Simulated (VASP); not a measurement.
# Al2Cu (I4/mcm) in VASP: notebook, part 2 of 3

VASP 6.6.1. Earlier steps stand in the parts before.

## (4) Single point, PBEsol

This run uses another cell than the first one, of 13.73 Å³/atom.

Contents of INCAR:

```
SYSTEM = Al2Cu
ALGO = Fast
EDIFF = 1E-6
ENCUT = 520
GGA = PS
ISIF = 2
ISMEAR = 0
LASPH = .True.
LCHARG = .False.
LREAL = .False.
LWAVE = .False.
NBANDS = 26
NELM = 80
PREC = Accurate
SIGMA = 0.15
```

Contents of KPOINTS:

```
k-points
0
Gamma
  10 10 10
  0 0 0
```

Contents of POSCAR:

```
Al2Cu
1.0
   -2.9965086402      2.9965086402      2.2931000000
    2.9965086402     -2.9965086402      2.2931000000
    2.9965086402      2.9965086402     -2.2931000000
Al Cu
4 2
Direct
    0.1593210787      0.6593210787      0.8186421574
    0.6593210787      0.8406789213      0.5000000000
    0.8406789213      0.3406789213      0.1813578426
    0.3406789213      0.1593210787      0.5000000000
    0.7500000000      0.7500000000      0.0000000000
    0.2500000000      0.2500000000      0.0000000000
```

Potentials or basis: VASP PAW PBE potentials, release 64 (Al, Cu).

On the command line:

```console
> cat potpaw_PBE.64/Al/POTCAR potpaw_PBE.64/Cu/POTCAR > POTCAR
> mpirun -np 1 vasp_std > vasp.out
```

OUTCAR:

```text
SYSTEM = Al2Cu
   EDIFF = 1E-6
   ENCUT = 520
   GGA = PS
   ISIF = 2
   ISMEAR = 0
   LASPH = .True.
   LREAL = .False.
   NELM = 80
   PREC = Accurate

 ion  position               nearest neighbor table
   1  0.159  0.659  0.819-   5 2.53   6 2.53   5 2.53   6 2.53   3 2.70   3 2.76   3 2.76   4 2.98
                             2 2.98   2 2.98   4 2.98   4 3.19   2 3.19   2 3.19   4 3.19
   2  0.659  0.841  0.500-   6 2.53   5 2.53   5 2.53   6 2.53   4 2.70   4 2.76   4 2.76   3 2.98
                             1 2.98   1 2.98   3 2.98   1 3.19   3 3.19   1 3.19   3 3.19
   3  0.841  0.341  0.181-   5 2.53   6 2.53   5 2.53   6 2.53   1 2.70   1 2.76   1 2.76   2 2.98
                             4 2.98   4 2.98   2 2.98   4 3.19   2 3.19   4 3.19   2 3.19
   4  0.341  0.159  0.500-   5 2.53   6 2.53   6 2.53   5 2.53   2 2.70   2 2.76   2 2.76   3 2.98
                             1 2.98   1 2.98   3 2.98   1 3.19   3 3.19   3 3.19   1 3.19
   5  0.750  0.750  0.000-   6 2.29   6 2.29   4 2.53   2 2.53   4 2.53   2 2.53   1 2.53   3 2.53
                             3 2.53   1 2.53
   6  0.250  0.250  0.000-   5 2.29   5 2.29   2 2.53   4 2.53   2 2.53   4 2.53   3 2.53   1 2.53
                             1 2.53   3 2.53

  LATTYP: Found a body centered tetragonal cell.
 ALAT       =     5.9930172804
 C/A-ratio  =     0.7652572628

  Lattice vectors:

 A1 = (  -2.9965086402,   2.9965086402,   2.2931000000)
 A2 = (   2.9965086402,  -2.9965086402,   2.2931000000)
 A3 = (   2.9965086402,   2.9965086402,  -2.2931000000)

Analysis of symmetry for initial positions (statically):
=====================================================================
 Subroutine PRICEL returns:
 Original cell was already a primitive cell.

 Routine SETGRP: Setting up the symmetry group for a
 body centered tetragonal supercell.

 Subroutine GETGRP returns: Found 16 space group operations
 (whereof  8 operations were pure point group operations)
 out of a pool of 16 trial point group operations.

The static configuration has the point symmetry C_4h.
 The point group associated with its full space group is D_4h.

Analysis of symmetry for dynamics (positions and initial velocities):
=====================================================================
 Subroutine PRICEL returns:
 Original cell was already a primitive cell.

 Routine SETGRP: Setting up the symmetry group for a
 body centered tetragonal supercell.

 Subroutine GETGRP returns: Found 16 space group operations
 (whereof  8 operations were pure point group operations)
 out of a pool of 16 trial point group operations.

The dynamic configuration has the point symmetry C_4h.
 The point group associated with its full space group is D_4h.

 Subroutine INISYM returns: Found 16 space group operations
 (whereof  8 operations are pure point group operations),
 and found     1 'primitive' translations

----------------------------------------------------------------------------------------

                                     Primitive cell

  volume of cell :      82.3596

  direct lattice vectors                    reciprocal lattice vectors
    -2.996508640  2.996508640  2.293100000     0.000000000  0.166860857  0.218045441
     2.996508640 -2.996508640  2.293100000     0.166860857  0.000000000  0.218045441
     2.996508640  2.996508640 -2.293100000     0.166860857  0.166860857  0.000000000

  length of vectors
[... 69 lines left out ...]
  0.300000  0.300000 -0.000000      8.000000
  0.400000  0.300000  0.000000     16.000000
 [... further k-points ...]
   k-points           NKPTS =    102   k-points in BZ     NKDIM =    102   number of bands    NBANDS=     26
   number of dos      NEDOS =    301   number of ions     NIONS =      6
   total plane-waves  NPLWV =  46656
   dimension x,y,z NGX =    36 NGY =   36 NGZ =   36
   dimension x,y,z NGXF=    72 NGYF=   72 NGZF=   72
   ions per type =               4   2
   NGX,Y,Z   is equivalent  to a cutoff of  12.42, 12.42, 12.42 a.u.
   NGXF,Y,Z  is equivalent  to a cutoff of  24.84, 24.84, 24.84 a.u.
 SYSTEM =  Al2Cu
   PREC   = accura    normal or accurate (medium, high low for compatibility)
   ISTART =      0    job   : 0-new  1-cont  2-samecut
   ICHARG =      2    charge: 1-file 2-atom 10-const
   ISPIN  =      1    spin polarized calculation?
   LNONCOLLINEAR =      F non collinear calculations
   LSORBIT =      F    spin-orbit coupling
   LASPH  =      T    aspherical Exc in radial PAW
   ENCUT  =  520.0 eV  38.22 Ry    6.18 a.u.   8.96  8.96  8.96*2*pi/ulx,y,z
   NELM   =     80;   NELMIN=  2; NELMDL= -5     # of ELM steps
   EDIFF  = 0.1E-05   stopping-criterion for ELM
   LREAL  =      F    real-space projection
   EDIFFG = 0.1E-04   stopping-criterion for IOM
   NSW    =      0    number of steps for IOM
   IBRION =     -1    ionic relax: 0-MD 1-quasi-New 2-CG
   NFREE  =      0    steps in history (QN), initial steepest desc. (CG)
   ISIF   =      2    stress and relaxation
   ISYM   =      2    0-nonsym 1-usesym 2-fastsym
   POTIM  = 0.5000    time-step for ionic-motion
   TEBEG  =    0.0;   TEEND  =   0.0 temperature during run
   PSTRESS=    0.0 pullay stress
   NELECT =      34.0000    total number of electrons
   NUPDOWN=      -1.0000    fix difference up-down
   EMIN   =  10.00;   EMAX   =-10.00  energy-range for DOS
   EFERMI =   0.00;   METHOD = LEGACY
   ISMEAR =     0;   SIGMA  =   0.15  broadening in eV -4-tet -1-fermi 0-gaus
   EFERMI_NEDOS =   21; number of points for ismear=-14 and -15
   IALGO  =     68    algorithm
   IMIX   =      4    mixing-type and parameters
     AMIX     =   0.40;   BMIX     =  1.00
     AMIX_MAG =   1.60;   BMIX_MAG =  1.00
  volume/ion in A,a.u.               =      13.73        92.63
  Fermi-wavevector in a.u.,A,eV,Ry     =   1.218980  2.303538 20.217051  1.485911
  Thomas-Fermi vector in A             =   2.354248
   LORBIT       =      0    0 simple, 1 ext, 2 COOP (PROOUT), +10 PAW based schemes
   GGA     = PS    functional components
   LHFCALC =     F    Hartree Fock is set to
   AEXX    =    0.0000 exact exchange contribution
   IVDW    =     0    specifies the selected vdW correction
   LEPSILON=     F    determine dielectric tensor
   LRPA    =     F    only Hartree local field effects (RPA)
 non-spin polarized calculation
 RMM-DIIS sequential band-by-band and
 Gauss-broadening in eV      SIGMA  =   0.15
  energy-cutoff  :      520.00
  volume of cell :       82.36
 maximum number of plane-waves:      2242
   NGX = 17   NGY = 17   NGZ = 17

 number of electron      33.9999988 magnetization

 Free energy of the ion-electron system (eV)
  ---------------------------------------------------
  ext. energy  EPLUGINS =         0.00000000
  ---------------------------------------------------
  free energy    TOTEN  =       -25.85617314 eV

  energy without entropy =      -25.83583451  energy(sigma->0) =      -25.84600383

 E-fermi :   8.9399     XC(G=0): -11.2985

 val. band max:        8.9346950709   @ k =  -0.2000   0.3000   0.1000
 cond. band min:       8.9428693647   @ k =  -0.4000   0.4000   0.2000
 fundamental gap:      0.0081742938
 Fermi energy:         8.9398599420

 k-point     1 :       0.0000    0.0000    0.0000
  band No.  band energies     occupation
      1      -2.5239      2.00000
      2       3.0263      2.00000
      3       3.1297      2.00000
      4       3.2857      2.00000
      5       3.2857      2.00000
      6       4.2550      2.00000
[... 685 lines left out ...]
     25      15.6983      0.00000
     26      16.0788      0.00000

 [... further k-points ...]

------------------------ aborting loop because EDIFF is reached ----------------------------------------

  FORCE on cell =-STRESS in cart. coord.  units (eV):
  Direction    XX          YY          ZZ          XY          YZ          ZX
  --------------------------------------------------------------------------------------
  -------------------------------------------------------------------------------------
  Total        1.8302478      1.8302478      6.6093969      0.0000000     -0.0000000      0.0000000
  in kB       35.6046253     35.6046253    128.5755405      0.0000000     -0.0000000      0.0000000
  external PRESSURE =      66.5949303 kB  Pullay stress =       0.0000000 kB

 VOLUME and BASIS-vectors are now :
 -----------------------------------------------------------------------------
  energy-cutoff  :      520.00
  volume of cell :       82.36
      direct lattice vectors                 reciprocal lattice vectors
    -2.996508640  2.996508640  2.293100000     0.000000000  0.166860857  0.218045441
     2.996508640 -2.996508640  2.293100000     0.166860857  0.000000000  0.218045441
     2.996508640  2.996508640 -2.293100000     0.166860857  0.166860857  0.000000000

 POSITION                                       TOTAL-FORCE (eV/Angst)
 -----------------------------------------------------------------------------------
      3.95132      0.95481      0.00000        -0.148587     -0.148587      0.000000
      2.04169      0.95481      2.29310         0.148587     -0.148587     -0.000000
     -0.95481      2.04169      2.29310         0.148587      0.148587     -0.000000
      0.95481      2.04169      0.00000        -0.148587      0.148587      0.000000
      0.00000      0.00000      3.43965         0.000000      0.000000     -0.000000
      0.00000      0.00000      1.14655         0.000000      0.000000     -0.000000
 -----------------------------------------------------------------------------------
    total drift:                                0.000000     -0.000000      0.000000

  FREE ENERGIE OF THE ION-ELECTRON SYSTEM (eV)
  ---------------------------------------------------
  free  energy   TOTEN  =       -25.8561731397 eV

  energy  without entropy=      -25.8358345103  energy(sigma->0) =      -25.84600383
```

OSZICAR:

```text
N       E                     dE             d eps       ncg     rms          rms(c)
DAV:   1     0.187342183790E+03    0.18734E+03   -0.13789E+04  5314   0.150E+03
DAV:   2    -0.182064869294E+02   -0.20555E+03   -0.19309E+03  5338   0.294E+02
DAV:   3    -0.309524492365E+02   -0.12746E+02   -0.11962E+02  6822   0.930E+01
DAV:   4    -0.313158167104E+02   -0.36337E+00   -0.36184E+00  8074   0.141E+01
DAV:   5    -0.313209874556E+02   -0.51707E-02   -0.51697E-02  7898   0.166E+00    0.228E+01
RMM:   6    -0.365098552223E+02   -0.51889E+01   -0.11045E+02  6487   0.141E+02    0.193E+01
RMM:   7    -0.261413533712E+02    0.10369E+02   -0.33169E+01  5681   0.804E+01    0.299E+00
RMM:   8    -0.259125596013E+02    0.22879E+00   -0.19685E+00  5892   0.196E+01    0.118E+00
RMM:   9    -0.258609977555E+02    0.51562E-01   -0.41161E-01  6123   0.276E+00    0.540E-01
RMM:  10    -0.258631045182E+02   -0.21068E-02   -0.86016E-02  6472   0.384E+00    0.618E-01
RMM:  11    -0.258561848293E+02    0.69197E-02   -0.18669E-02  6587   0.171E+00    0.192E-01
RMM:  12    -0.258561515672E+02    0.33262E-04   -0.46005E-03  7633   0.513E-01    0.898E-02
RMM:  13    -0.258561917659E+02   -0.40199E-04   -0.72526E-04  7284   0.150E-01    0.378E-02
RMM:  14    -0.258561735546E+02    0.18211E-04   -0.11951E-04  7613   0.816E-02    0.289E-02
RMM:  15    -0.258561738485E+02   -0.29389E-06   -0.23694E-05  6844   0.314E-02    0.284E-02
RMM:  16    -0.258561731397E+02    0.70877E-06   -0.56413E-06  6115   0.280E-02
   1 F= -.25856173E+02 E0= -.25846004E+02  d E =-.203386E-01
```

Wall time 4 min (1 thread of AMD EPYC 7R13 (Zen 3), shared host); peak memory 0.3 GiB.

What came out:

```
Free energy            : -25.8562 eV
Pressure               : 6.7 GPa
Largest force          : 0.210 eV/Å
Band gap on the k mesh : zero (bands 17 and 18 overlap by 4.96 eV)
```

Forces on the atoms (eV/Å):
```
Al  -0.149 -0.149  0.000
Al   0.149 -0.149  0.000
Al   0.149  0.149  0.000
Al  -0.149  0.149  0.000
Cu   0.000  0.000  0.000
Cu   0.000  0.000  0.000
```

Stress tensor (GPa, compression positive):
```
 3.56  0.00  0.00
 0.00  3.56  0.00
 0.00  0.00 12.86
```

Caveat: the cell stands under pressure; the PAW data sets were made with another functional, which shifts forces and pressure a little.

(Part 2 of 3 ends here.)
